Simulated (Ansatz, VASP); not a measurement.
**One calculation of CaPb2, two programs**

```
Ca Pb
1.0
     2.36815    1.36725    5.37221
    -2.36815    1.36725    5.37221
     0.00000   -2.73451    5.37221
Ca Pb
1 2
Direct
  0.00000 0.00000 0.00000
  0.78654 0.78654 0.78654
  0.21346 0.21346 0.21346
```

Alike in both runs: functional PBE; k mesh 6 × 6 × 6; occupations gaussian, width 0.1 eV; no spin polarisation.

Ansatz relaxed the structure, and its values are those at the end. VASP's run is a single point on that final structure, the one shown.

|  | VASP | Ansatz |
| --- | --- | --- |
| version | VASP 6.6.1 | Ansatz 0.2.0 |
| potentials or method | VASP PAW PBE potentials, release 64 (Ca_sv, Pb_d), cutoff 520 eV | scalar-relativistic, plane waves, PAW |
| valence electrons in the cell | 38 | 38 |

```tsv
	VASP	Ansatz	Ansatz less VASP
gap on the k mesh at the Fermi level (eV)	none	none	-
pressure (GPa)	0.2	0.2	+0.01
```

A gap of «none» marks a metal or a gap that the smearing closes.

Neither program's run includes spin-orbit coupling.
